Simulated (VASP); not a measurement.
# B (P6/mmm) in VASP: further runs, part 2 of 2

VASP 6.6.1. The steps go on from the part before.

## (3) Relaxation of shape and atoms at fixed volume, PBE

This run uses another cell than the first one, of 2.68 Å³/atom, 0.400 times its volume.

Contents of INCAR:

```
SYSTEM = B
  ALGO = Normal
  EDIFF = 1E-6
  EDIFFG = -0.005
  ENCUT = 600
  GGA = PE
  IBRION = 2
  ISIF = 4
  ISMEAR = -1
  LASPH = .TRUE.
  LCHARG = .FALSE.
  LREAL = .FALSE.
  LWAVE = .FALSE.
  NELM = 100
  NSW = 50
  PREC = Accurate
  SIGMA = 0.05
```

Contents of KPOINTS:

```
k-points
0
G
  12 12 16
  0 0 0
```

Contents of POSCAR:

```
B
1.0
    2.1085007102      0.0000000000      0.0000000000
   -1.0542503551      1.8260151789      0.0000000000
    0.0000000000      0.0000000000      2.0845033535
B
3
Direct
    0.0000000000      0.0000000000      0.0000000000
    0.3333333333      0.6666666667      0.5000000000
    0.6666666667      0.3333333333      0.5000000000
```

Potentials or basis: VASP PAW PBE potentials, release 64 (B).

Launch:

```bash
> cat potpaw_PBE.64/B/POTCAR > POTCAR
> mpirun -np 1 vasp_std > vasp.out
```

Wall time 39 s (1 thread of Intel Xeon 6975P-C, shared host); peak memory 0.12 GiB.

The run converged, but its numbers aren't listed here, since they failed a check.

## (4) Relaxation of shape and atoms at fixed volume, PBE

This run uses another cell than the first one, of 3.34 Å³/atom, 0.500 times its volume.

Contents of INCAR:

```
SYSTEM = B
PREC = Accurate
ENCUT = 600
EDIFF = 1E-6
ISMEAR = -1
SIGMA = 0.05
LREAL = .False.
LASPH = .True.
NELM = 100
ALGO = Normal
ISIF = 4
LWAVE = .False.
LCHARG = .False.
GGA = PE
IBRION = 2
NSW = 50
EDIFFG = -0.005
```

Contents of KPOINTS:

```
regular mesh
0
Gamma
  12 12 16
  0 0 0
```

Contents of POSCAR:

```
B
1.0
    2.2713135370      0.0000000000      0.0000000000
   -1.1356567685      1.9670152230      0.0000000000
    0.0000000000      0.0000000000      2.2454631681
B
3
Direct
    0.0000000000      0.0000000000      0.0000000000
    0.3333333333      0.6666666667      0.5000000000
    0.6666666667      0.3333333333      0.5000000000
```

Potentials or basis: VASP PAW PBE potentials, release 64 (B).

Launch:

```bash
> cat potpaw_PBE.64/B/POTCAR > POTCAR
> mpirun -np 1 vasp_std > vasp.out
```

OUTCAR:

```text
SYSTEM = B
   PREC = Accurate
   ENCUT = 600
   EDIFF = 1E-6
   ISMEAR = -1
   LREAL = .False.
   LASPH = .True.
   NELM = 100
   ISIF = 4
   GGA = PE
   IBRION = 2
   NSW = 50
   EDIFFG = -0.005

 ion  position               nearest neighbor table
   1  0.000  0.000  0.000-   2 1.73   3 1.73   2 1.73   3 1.73   2 1.73   2 1.73   3 1.73   3 1.73
                             3 1.73   3 1.73   2 1.73   2 1.73
   2  0.333  0.667  0.500-   3 1.31   3 1.31   3 1.31   1 1.73   1 1.73   1 1.73   1 1.73   1 1.73
                             1 1.73
   3  0.667  0.333  0.500-   2 1.31   2 1.31   2 1.31   1 1.73   1 1.73   1 1.73   1 1.73   1 1.73
                             1 1.73

  LATTYP: Found a hexagonal cell.
 ALAT       =     2.2713135370
 C/A-ratio  =     0.9886187581

  Lattice vectors:

 A1 = (   2.2713135370,   0.0000000000,   0.0000000000)
 A2 = (  -1.1356567685,   1.9670152230,   0.0000000000)
 A3 = (   0.0000000000,   0.0000000000,   2.2454631681)

Analysis of symmetry for initial positions (statically):
=====================================================================
 Subroutine PRICEL returns:
 Original cell was already a primitive cell.

 Routine SETGRP: Setting up the symmetry group for a
 hexagonal supercell.

[... 276 lines left out ...]

[... ionic steps 4 to 14 ...]

--------------------------------------- Ionic step       15  -------------------------------------------

 number of electron       9.0000000 magnetization

------------------------ aborting loop because EDIFF is reached ----------------------------------------
[... 69 lines left out ...]
--------------------------------------- Ionic step       17  -------------------------------------------

 number of electron       9.0000000 magnetization

 Free energy of the ion-electron system (eV)
  ---------------------------------------------------
  ext. energy  EPLUGINS =         0.00000000
  ---------------------------------------------------
  free energy    TOTEN  =        -8.11632230 eV

  energy without entropy =       -8.11244973  energy(sigma->0) =       -8.11438602

 E-fermi :  18.8180     XC(G=0): -15.5896

 val. band max:       18.7967313163   @ k =   0.3333   0.0833   0.3125
 cond. band min:      18.8354765931   @ k =   0.2500   0.0000   0.0000
 fundamental gap:      0.0387452768
 Fermi energy:        18.8180409671

 k-point     1 :       0.0000    0.0000    0.0000
  band No.  band energies     occupation
      1      -8.0038      2.00000
      2      10.3954      2.00000
      3      10.3954      2.00000
      4      10.4362      2.00000
      5      10.4362      2.00000
      6      23.1133      0.00000
      7      24.0710      0.00000
      8      29.9020      0.00000
[... 243 lines left out ...]
 k-point    24 :       0.3333   -0.0000    0.0625
  band No.  band energies     occupation
      1      -5.6677      2.00000
      2       0.8948      2.00000
      3       4.5276      2.00000
      4      14.4524      2.00000
      5      22.4833      0.00000
      6      27.9696      0.00000
      7      30.7878      0.00000
      8      32.1195      0.00000

 [... further k-points ...]
[... 5 lines left out ...]
  --------------------------------------------------------------------------------------
  -------------------------------------------------------------------------------------
  Total       27.3233263     27.3233263     27.3249651      0.0000000     -0.0000000     -0.0000000
  in kB     4363.6851262   4363.6851260   4363.9468487      0.0000000     -0.0000000     -0.0000000
  external PRESSURE =    4363.7723670 kB  Pullay stress =       0.0000000 kB
[... 18 lines left out ...]
  FREE ENERGIE OF THE ION-ELECTRON SYSTEM (eV)
  ---------------------------------------------------
  free  energy   TOTEN  =        -8.1163223019 eV

  energy  without entropy=       -8.1124497350  energy(sigma->0) =       -8.11438602

 reached required accuracy - stopping structural energy minimisation
```

Run time: 50 s. Hardware: 1 thread of Intel Xeon 6975P-C, shared host; peak memory 0.12 GiB.

Results:

```yaml
Free_energy: -8.1163 eV
Energy_gained_by_relaxing: 314.9 meV/atom
Ionic_steps: 17
Pressure_after_relaxing: 436.4 GPa
```

Step by step:
```tsv
step	energy change (eV)	largest force (eV/Å)	pressure (GPa)	volume (Å³)
1	0.0000	0.0000	532.91	10.03
2	-0.4755	0.0000	466.81	10.03
3	-0.6343	0.0000	450.49	10.03
4	-0.9344	0.0000	435.71	10.03
5	-0.9285	0.0000	437.69	10.03
6	-0.9442	0.0000	436.21	10.03
7	-0.9434	0.0000	436.66	10.03
8	-0.9436	0.0000	436.64	10.03
9	-0.9440	0.0000	436.58	10.03
10	-0.9440	0.0000	436.58	10.03
11	-0.9440	0.0000	436.58	10.03
12	-0.9441	0.0000	436.57	10.03
13	-0.9442	0.0000	436.55	10.03
14	-0.9443	0.0000	436.52	10.03
15	-0.9446	0.0000	436.45	10.03
16	-0.9446	0.0000	436.31	10.03
17	-0.9447	0.0000	436.38	10.03
```

Final structure:
```cif
data_structure
_symmetry_space_group_name_H-M 'P 1'
_symmetry_Int_Tables_number 1
_cell_length_a 2.6502
_cell_length_b 2.6502
_cell_length_c 1.6493
_cell_angle_alpha 90.000
_cell_angle_beta 90.000
_cell_angle_gamma 120.000
_cell_volume 10.03
loop_
_atom_site_label
_atom_site_type_symbol
_atom_site_fract_x
_atom_site_fract_y
_atom_site_fract_z
_atom_site_occupancy
B1 B 0.00000 0.00000 0.00000 1
B2 B 0.33333 0.66667 0.50000 1
B3 B 0.66667 0.33333 0.50000 1
```

Levels at points of the mesh, in eV from the Fermi level:
| k point | band 3 | band 4 | band 5 | band 6 | band 7 | band 8 |
| --- | --- | --- | --- | --- | --- | --- |
| (0.00, 0.00, 0.00) | -8.42 | -8.38 | -8.38 | 4.30 | 5.25 | 11.08 |
| (0.50, 0.00, 0.00) | -15.26 | -4.34 | 10.62 | 11.91 | 14.09 | 14.69 |
| (0.00, 0.00, 0.50) | -0.03 | -0.03 | 1.33 | 3.36 | 3.36 | 6.16 |
| (0.50, 0.00, 0.50) | -9.50 | -6.79 | -4.27 | -0.08 | 4.07 | 5.45 |

## (5) Relaxation of shape and atoms at fixed volume, PBE

This run uses another cell than the first one, of 4.01 Å³/atom, 0.600 times its volume.

Contents of INCAR:

```
SYSTEM = B
PREC = Accurate
ENCUT = 600
EDIFF = 1E-6
ISMEAR = -1
SIGMA = 0.05
LREAL = .FALSE.
LASPH = .TRUE.
NELM = 60
ALGO = Normal
ISIF = 4
LWAVE = .FALSE.
LCHARG = .FALSE.
GGA = PE
IBRION = 2
NSW = 50
EDIFFG = -0.005
```

Contents of KPOINTS:

```
Automatic mesh
0
G
  12 12 16
  0 0 0
```

Contents of POSCAR:

```
B
1.0
    2.4136307934      0.0000000000      0.0000000000
   -1.2068153967      2.0902655824      0.0000000000
    0.0000000000      0.0000000000      2.3861606774
B
3
Direct
    0.0000000000      0.0000000000      0.0000000000
    0.3333333333      0.6666666667      0.5000000000
    0.6666666667      0.3333333333      0.5000000000
```

Launch:

```bash
> cat potpaw_PBE.64/B/POTCAR > POTCAR
> mpirun -np 1 vasp_std > vasp.out
```

Wall time 32 s (1 thread of Intel Xeon 6975P-C, shared host); peak memory 0.13 GiB.

It converged, with:

```
Free energy               : -12.4036 eV
Energy gained by relaxing : 82.9 meV/atom
Ionic steps               : 5
Pressure after relaxing   : 271.3 GPa
```

Stress tensor (GPa, compression positive):
```
271.34   0.00   0.00
  0.00 271.34   0.00
  0.00   0.00 271.18
```

The path:
```
step  energy change (eV)  largest force (eV/Å)  pressure (GPa)  volume (Å³)
   1              0.0000                0.0000          287.81        12.04
   2             -0.0118                0.0000          255.61        12.04
   3             -0.2476                0.0000          272.71        12.04
   4             -0.2486                0.0000          271.62        12.04
   5             -0.2486                0.0000          271.28        12.04
```

Final structure:
```
B
1.0
     2.48176    0.00000    0.00000
    -1.24088    2.14927    0.00000
     0.00000    0.00000    2.25694
B
3
Cartesian
  0.0000 0.0000 0.0000
  0.0000 1.4328 1.1285
  1.2409 0.7164 1.1285
```

Levels at points of the mesh, in eV from the Fermi level:
```csv
k point,band 1,band 2,band 3,band 4,band 5,band 6,band 7,band 8
"(0.00, 0.00, 0.00)",-23.54,-5.14,-3.10,-3.10,-1.31,-1.31,6.72,12.93
"(0.50, 0.00, 0.00)",-18.02,-17.39,-9.73,2.05,2.22,2.71,9.81,10.94
"(0.00, 0.00, 0.50)",-18.28,-17.84,-0.92,-0.92,4.36,4.36,6.97,6.97
"(0.50, 0.00, 0.50)",-14.91,-12.86,-10.10,-8.76,-5.54,0.57,5.83,6.28
```

## (6) Summary

```csv
task,cell,cutoff (eV),gap on the mesh (eV),pressure (GPa)
single point,"a = 2.862, b = 2.862, c = 2.829 Å, angles 90.0, 90.0, 120.0°, 3 atoms",520,none,0.0
relaxation of shape and atoms at fixed volume,"relaxed from a = 2.271, b = 2.271, c = 2.245 Å, angles 90.0, 90.0, 120.0°, 3 atoms",600,none,436.4
relaxation of shape and atoms at fixed volume,"relaxed from a = 2.414, b = 2.414, c = 2.386 Å, angles 90.0, 90.0, 120.0°, 3 atoms",600,none,271.3
```

Alike in all rows: level PBE; potentials or basis VASP PAW PBE potentials, release 64 (B); no spin polarisation; k mesh 12 × 12 × 16; smearing fermi-dirac 0.05 eV.

Total energies depend on the potentials used, so only differences within one code and one set of settings carry meaning.
